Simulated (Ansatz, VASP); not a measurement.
## One calculation of Si2Ni, two programs

File INCAR:

```
SYSTEM = Si2Ni
PREC = Accurate
ENCUT = 520
EDIFF = 1E-6
ISMEAR = 0
SIGMA = 0.1
LREAL = .FALSE.
LASPH = .TRUE.
NELM = 100
ALGO = Normal
ISIF = 2
LWAVE = .FALSE.
LCHARG = .TRUE.
GGA = PE
LELF = .TRUE.
LVHAR = .TRUE.
NBANDS = 27
```

Contents of KPOINTS:

```
regular mesh
0
G
  10 10 8
  0 0 0
```

File POSCAR:

```
Si2Ni
1.0
    2.7778623401      2.7778623401      0.0000000000
   -2.7778623401      2.7778623401      0.0000000000
    0.0000000000      0.0000000000      5.2911813672
Si Ni
4 2
Direct
    0.0000000000      0.5000000000      0.7500000000
    0.5000000000      0.0000000000      0.7500000000
    0.5000000000      0.0000000000      0.2500000000
    0.0000000000      0.5000000000      0.2500000000
    0.0000000000      0.0000000000      0.0000000000
    0.5000000000      0.5000000000      0.5000000000
```

Input for Ansatz:

```yaml
crystal:
  lattice:
    - [2.7778623401, 2.7778623401, 0.0]
    - [-2.7778623401, 2.7778623401, 0.0]
    - [0.0, 0.0, 5.2911813672]
  atoms:
    - { symbol: Si, position: [0.0, 0.5, 0.75] }
    - { symbol: Si, position: [0.5, 0.0, 0.75] }
    - { symbol: Si, position: [0.5, 0.0, 0.25] }
    - { symbol: Si, position: [0.0, 0.5, 0.25] }
    - { symbol: Ni, position: [0.0, 0.0, 0.0] }
    - { symbol: Ni, position: [0.5, 0.5, 0.5] }
kpoints:
  mp_grid: { grid: [10, 10, 8] }
hamiltonian:
  xc: pbe
scf:
  occupations: { method: gaussian, width: 0.1 }
  mixing: { algorithm: msr1, beta: 0.9, ndim: 16 }
output:
  forces: true
  eigenvalues: true
  stress: true
accuracy: medium
```

Alike in both runs: task single point; functional PBE; k mesh 10 × 10 × 8; occupations gaussian, width 0.1 eV; no spin polarisation.

|  | VASP | Ansatz |
| --- | --- | --- |
| version | VASP 6.6.1 | Ansatz 0.2.0 |
| potentials or method | VASP PAW PBE potentials, release 64 (Si, Ni) | scalar-relativistic, plane waves, PAW |
| plane-wave cutoff (eV) | 520 | 420 |
| valence electrons in the cell | 36 | 52 |

Ansatz gave:

```
gap on the k mesh at the Fermi level (eV)                     : none
pressure (GPa)                                                : -1.7
traceless stress, the component that is largest in VASP (GPa) : 1.67
```

Problem. Which values does VASP return?

Solution. gap on the k mesh at the Fermi level (eV): none; pressure (GPa): -1.7; traceless stress, the component that is largest in VASP (GPa): 1.65.

A gap of «none» marks a metal or a gap that the smearing closes. With one functional, cell and mesh, what is left measures potentials, basis and numerics. VASP's potentials hold 36 valence electrons a cell and Ansatz's 52, so a difference there can come from the potentials and not from the codes.
